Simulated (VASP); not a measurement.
Here is a VASP 6.6.1 calculation.

The input INCAR:

```
PREC = Accurate
ENCUT = 520
EDIFF = 1E-6
ISMEAR = 0
SIGMA = 0.05
LREAL = False
LASPH = True
NELM = 60
ALGO = Normal
ISIF = 2
LWAVE = False
LCHARG = False
LDIPOL = True
IDIPOL = 3
DIPOL = 0.5 0.5 0.500
GGA = PS
NBANDS = 28
```

The input KPOINTS:

```
regular mesh
0
Gamma
  9 9 1
```

POSCAR

```
MoS
1.0
    3.1431208273      0.0000000000      0.0000000000
   -1.5715604137      2.7220224836      0.0000000000
    0.0000000000      0.0000000000     16.2832906737
Mo S
2 2
Direct
    0.6666666667      0.3333333333      0.3070632405
    0.3333333333      0.6666666667      0.6929367595
    0.3333333333      0.6666666667      0.4027372191
    0.0000000000      0.0000000000      0.5972299954
```

Potentials or basis: VASP PAW PBE potentials, release 64 (Mo_sv, S).

The run is started by

```bash
$ cat potpaw_PBE.64/Mo_sv/POTCAR potpaw_PBE.64/S/POTCAR > POTCAR
$ mpirun -np 1 vasp_std > vasp.out
```

Question: What does it give for the band gap on the k mesh?

Answer: Zero (band 20 reaches 2.24 eV, above the bottom of band 21 at 2.13 eV).

Question: Estimate the largest force.

Answer: 1.211 eV/Å.

Forces on the atoms (eV/Å):
```
Mo   0.000  0.000  1.197
Mo   0.000  0.000 -1.211
S    0.000  0.000 -1.162
S    0.000  0.000  1.177
```

Caveat: the PAW data sets were made with another functional, which shifts forces and pressure a little.
